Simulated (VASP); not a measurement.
# Ti in VASP: notebook, part 2 of 3

VASP 6.6.1. Earlier steps stand in the parts before.

### Step 3. Single point, PBEsol

This run uses another cell than the first one: it holds 1 atom, not 2.

Input file INCAR:

```
SYSTEM = Ti
ALGO     = Normal         ! electronic algorithm
EDIFF    = 1E-6           ! SCF threshold, eV
ENCUT    = 500            ! plane-wave cutoff, eV
GGA      = PS             ! functional
GGA_COMPAT= .FALSE.      
ISIF     = 2              ! what is computed and relaxed
ISMEAR   = 0              ! smearing method
LASPH    = .TRUE.         ! aspherical terms in the spheres
LCHARG   = .FALSE.        ! write CHGCAR
LREAL    = .FALSE.        ! projectors in reciprocal space
LWAVE    = .FALSE.        ! write WAVECAR
NBANDS   = 12             ! bands
NELM     = 120            ! most SCF steps
PREC     = Accurate       ! precision mode
SIGMA    = 0.1            ! smearing width, eV
```

Input file KPOINTS:

```
k-points
0
G
  8 8 8
  0 0 0
```

Input file POSCAR:

```
Ti
1.0
   -1.6410000000     -1.6410000000     -1.6410000000
    1.6410000000      1.6410000000     -1.6410000000
    1.6410000000     -1.6410000000      1.6410000000
Ti
1
Direct
    0.0000000000      0.0000000000      0.0000000000
```

Potentials or basis: VASP PAW PBE potentials, release 64 (Ti_sv).

Started as:

```
$ cat potpaw_PBE.64/Ti_sv/POTCAR > POTCAR
$ mpirun -np 1 vasp_std > vasp.out
```

OUTCAR:

```text
SYSTEM = Ti
   EDIFF = 1E-6
   ENCUT = 500
   GGA = PS
   ISIF = 2
   ISMEAR = 0
   LASPH = .TRUE.
   LREAL = .FALSE.
   NELM = 120
   PREC = Accurate

 ion  position               nearest neighbor table
   1  0.000  0.000  0.000-

  LATTYP: Found a body centered cubic cell.
 ALAT       =     3.2820000000

  Lattice vectors:

 A1 = (  -1.6410000000,  -1.6410000000,  -1.6410000000)
 A2 = (   1.6410000000,   1.6410000000,  -1.6410000000)
 A3 = (   1.6410000000,  -1.6410000000,   1.6410000000)

Analysis of symmetry for initial positions (statically):
=====================================================================
 Subroutine PRICEL returns:
 Original cell was already a primitive cell.

 Routine SETGRP: Setting up the symmetry group for a
 body centered cubic supercell.

 Subroutine GETGRP returns: Found 48 space group operations
 (whereof 48 operations were pure point group operations)
 out of a pool of 48 trial point group operations.

The static configuration has the point symmetry O_h .

Analysis of symmetry for dynamics (positions and initial velocities):
=====================================================================
 Subroutine PRICEL returns:
[... 160 lines left out ...]
 fundamental gap:      0.0481686944
 Fermi energy:         7.7783808046

 k-point     1 :       0.0000    0.0000    0.0000
  band No.  band energies     occupation
      1     -48.5470      2.00000
      2     -24.5177      2.00000
      3     -24.5177      2.00000
      4     -24.5177      2.00000
      5       1.8622      2.00000
      6       8.7502      0.00000
      7       8.7502      0.00000
      8       8.7502      0.00000
      9      10.4845      0.00000
     10      10.4845      0.00000
     11      25.0716      0.00000
     12      25.0716      0.00000
[... 331 lines left out ...]
 k-point    24 :      -0.3750    0.3750    0.2500
  band No.  band energies     occupation
      1     -48.3941      2.00000
      2     -24.9940      2.00000
      3     -24.8110      2.00000
      4     -24.7519      2.00000
      5       6.0421      2.00000
      6       6.9959      2.00000
      7       9.0634      0.00000
      8       9.5469      0.00000
      9      11.1241      0.00000
     10      12.1445      0.00000
     11      18.7579      0.00000
     12      20.5640      0.00000

 [... further k-points ...]
[... 5 lines left out ...]
  --------------------------------------------------------------------------------------
  -------------------------------------------------------------------------------------
  Total       -0.7869619     -0.7869619     -0.7869619     -0.0000000      0.0000000      0.0000000
  in kB      -71.3310393    -71.3310393    -71.3310393     -0.0000000      0.0000000      0.0000000
  external PRESSURE =     -71.3310393 kB  Pullay stress =       0.0000000 kB

 VOLUME and BASIS-vectors are now :
 -----------------------------------------------------------------------------
  energy-cutoff  :      500.00
  volume of cell :       17.68
      direct lattice vectors                 reciprocal lattice vectors
    -1.641000000 -1.641000000 -1.641000000     0.000000000 -0.304692261 -0.304692261
     1.641000000  1.641000000 -1.641000000     0.304692261  0.000000000 -0.304692261
     1.641000000 -1.641000000  1.641000000     0.304692261 -0.304692261  0.000000000

 POSITION                                       TOTAL-FORCE (eV/Angst)
 -----------------------------------------------------------------------------------
      0.00000      0.00000      0.00000         0.000000      0.000000      0.000000
 -----------------------------------------------------------------------------------
    total drift:                                0.000000     -0.000000     -0.000000

  FREE ENERGIE OF THE ION-ELECTRON SYSTEM (eV)
  ---------------------------------------------------
  free  energy   TOTEN  =        -8.2167318102 eV

  energy  without entropy=       -8.2049451650  energy(sigma->0) =       -8.21083849
```

stdout:

```text
POSCAR found type information on POSCAR Ti
 POSCAR found :  1 types and       1 ions
 scaLAPACK will be used
 -----------------------------------------------------------------------------
|                                                                             |
|                                                                             |
|     You enforced a specific xc type in the INCAR file but a different       |
|     I HOPE YOU KNOW WHAT YOU ARE DOING!                                     |
|                                                                             |
 -----------------------------------------------------------------------------

 LDA part: xc-table for (Slater+PW92), standard interpolation
 POSCAR, INCAR and KPOINTS ok, starting setup
 FFT: planning ... GRIDC
 FFT: planning ... GRID_SOFT
 FFT: planning ... GRID
 WAVECAR not read
 entering main loop
```

Run time: 10 s. Hardware: 1 thread of Intel Xeon 8259CL, shared host; peak memory 0.14 GiB.

What came out:

```yaml
Free_energy: -8.2167 eV
Pressure: -7.1 GPa
Band_gap_on_the_k_mesh: zero (band 6 reaches 8.75 eV, above the bottom of band 7 at 7.18 eV)
```

Levels at points of the mesh, in eV from the Fermi level:
| k point | band 3 | band 4 | band 5 | band 6 | band 7 | band 8 | band 9 | band 10 |
| --- | --- | --- | --- | --- | --- | --- | --- | --- |
| (0.00, 0.00, 0.00) | -32.30 | -32.30 | -5.92 | 0.97 | 0.97 | 0.97 | 2.71 | 2.71 |
| (0.50, 0.00, 0.00) | -32.50 | -32.30 | -2.42 | -0.38 | 1.10 | 2.69 | 3.03 | 4.20 |
| (0.50, 0.50, 0.50) | -32.74 | -32.74 | -2.04 | -2.04 | 3.86 | 3.86 | 3.86 | 8.21 |

Caveat: the PAW data sets were made with another functional, which shifts forces and pressure a little.

### Step 4. Single point, PBEsol

This run uses another cell than the first one, of 16.54 Å³/atom, 0.986 times its volume.

Input file INCAR:

```
SYSTEM = Ti
PREC     = Accurate       ! precision mode
ENCUT    = 520            ! plane-wave cutoff, eV
EDIFF    = 1E-7           ! SCF threshold, eV
ISMEAR   = 0              ! smearing method
SIGMA    = 0.15           ! smearing width, eV
LREAL    = .FALSE.        ! projectors in reciprocal space
LASPH    = .TRUE.         ! aspherical terms in the spheres
NELM     = 80             ! most SCF steps
ALGO     = Fast           ! electronic algorithm
ISIF     = 2              ! what is computed and relaxed
LWAVE    = .FALSE.        ! write WAVECAR
LCHARG   = .FALSE.        ! write CHGCAR
GGA      = PS             ! functional
NBANDS   = 19             ! bands
```

Input file KPOINTS:

```
Automatic mesh
0
G
  12 12 8
  0 0 0
```

Input file POSCAR:

```
Ti
1.0
   -1.6051160629      1.6051160629      1.6051160629
    1.6051160629     -1.6051160629      1.6051160629
    3.2102321257      3.2102321257      0.0000000000
Ti
2
Direct
    0.0000000000      0.0000000000      0.0000000000
    0.5000000000      0.5000000000      0.5000000000
```

Potentials or basis: VASP PAW PBE potentials, release 64 (Ti_sv).

Started as:

```
$ cat potpaw_PBE.64/Ti_sv/POTCAR > POTCAR
$ mpirun -np 1 vasp_std > vasp.out
```

OUTCAR:

```text
SYSTEM = Ti
   PREC = Accurate
   ENCUT = 520
   EDIFF = 1E-7
   ISMEAR = 0
   LREAL = .FALSE.
   LASPH = .TRUE.
   NELM = 80
   ISIF = 2
   GGA = PS

 ion  position               nearest neighbor table
   1  0.000  0.000  0.000-   2 2.78   2 2.78   2 2.78   2 2.78
   2  0.500  0.500  0.500-   1 2.78   1 2.78   1 2.78   1 2.78

  LATTYP: Found a base centered orthorhombic cell.
 ALAT       =     3.2102321258
 B/A-ratio  =     1.4142135624
 C/A-ratio  =     1.4142135623

  Lattice vectors:

 A1 = (  -1.6051160629,   1.6051160629,   1.6051160629)
 A2 = (   1.6051160629,  -1.6051160629,   1.6051160629)
 A3 = (   3.2102321257,   3.2102321257,   0.0000000000)

Analysis of symmetry for initial positions (statically):
=====================================================================
 Subroutine PRICEL returns following result:

  LATTYP: Found a body centered cubic cell.
 ALAT       =     3.2102321258

  Lattice vectors:

 A1 = (  -1.6051160629,   1.6051160629,  -1.6051160629)
 A2 = (  -1.6051160628,  -1.6051160628,   1.6051160629)
[... 172 lines left out ...]

 number of electron      24.0000005 magnetization

 Free energy of the ion-electron system (eV)
  ---------------------------------------------------
  ext. energy  EPLUGINS =         0.00000000
  ---------------------------------------------------
  free energy    TOTEN  =       -16.49634931 eV

  energy without entropy =      -16.44871388  energy(sigma->0) =      -16.47253160

 E-fermi :   8.4702     XC(G=0): -11.8660

 val. band max:        8.4678341837   @ k =  -0.2500   0.2500   0.5000
 cond. band min:       8.4739659084   @ k =   0.5000   0.5000   0.2500
 fundamental gap:      0.0061317246
 Fermi energy:         8.4702214245

 k-point     1 :       0.0000    0.0000    0.0000
  band No.  band energies     occupation
      1     -47.7288      2.00000
      2     -47.5654      2.00000
      3     -24.4151      2.00000
      4     -23.8657      2.00000
      5     -23.6237      2.00000
      6     -23.6174      2.00000
[... 505 lines left out ...]
      6     -23.8129      2.00000
[... 11 lines left out ...]
     18      11.9099      0.00000
     19      12.7030      0.00000

 [... further k-points ...]
[... 5 lines left out ...]
  --------------------------------------------------------------------------------------
  -------------------------------------------------------------------------------------
  Total       -0.0772039     -0.0772039     -0.0427165      0.0184755     -0.0000000     -0.0000000
  in kB       -3.7388695     -3.7388695     -2.0686953      0.8947427     -0.0000000     -0.0000000
  external PRESSURE =      -3.1821448 kB  Pullay stress =       0.0000000 kB

 VOLUME and BASIS-vectors are now :
 -----------------------------------------------------------------------------
  energy-cutoff  :      520.00
  volume of cell :       33.08
      direct lattice vectors                 reciprocal lattice vectors
    -1.605116063  1.605116063  1.605116063    -0.155751977  0.155751977  0.311503954
     1.605116063 -1.605116063  1.605116063     0.155751977 -0.155751977  0.311503954
     3.210232126  3.210232126  0.000000000     0.155751977  0.155751977  0.000000000

 POSITION                                       TOTAL-FORCE (eV/Angst)
 -----------------------------------------------------------------------------------
      0.00000      0.00000      0.00000        -0.000000     -0.000000      0.000000
      1.60512      1.60512      1.60512         0.000000      0.000000     -0.000000
 -----------------------------------------------------------------------------------
    total drift:                               -0.000000     -0.000000      0.000000

  FREE ENERGIE OF THE ION-ELECTRON SYSTEM (eV)
  ---------------------------------------------------
  free  energy   TOTEN  =       -16.4963493127 eV

  energy  without entropy=      -16.4487138814  energy(sigma->0) =      -16.47253160
```

It took 4.3 min on 1 thread of Intel Xeon 6975P-C (Granite Rapids), shared host; peak memory 0.23 GiB.

What came out:

| Item | Value |
| --- | --- |
| Free energy | -16.4963 eV |
| Pressure | -0.3 GPa |
| Band gap on the k mesh | zero (band 12 reaches 9.50 eV, above the bottom of band 13 at 7.86 eV) |

Levels at points of the mesh, in eV from the Fermi level:
| k point | band 10 | band 11 | band 12 | band 13 | band 14 | band 15 |
| --- | --- | --- | --- | --- | --- | --- |
| (0.00, 0.00, 0.00) | -2.58 | -0.45 | 1.03 | 1.03 | 1.03 | 1.31 |
| (0.50, 0.00, 0.00) | -1.77 | -0.61 | -0.61 | -0.03 | -0.03 | 2.71 |
| (0.50, 0.50, 0.00) | -2.27 | -2.27 | -0.45 | 1.31 | 2.91 | 3.28 |
| (0.00, 0.00, 0.50) | -4.11 | 0.23 | 0.23 | 0.47 | 0.47 | 2.54 |
| (0.50, 0.00, 0.50) | -2.58 | -0.45 | -0.45 | 1.31 | 1.31 | 2.91 |
| (0.50, 0.50, 0.50) | -1.65 | -1.08 | -1.08 | 1.28 | 1.28 | 1.98 |

Caveat: the PAW data sets were made with another functional, which shifts forces and pressure a little.

(Part 2 of 3 ends here.)
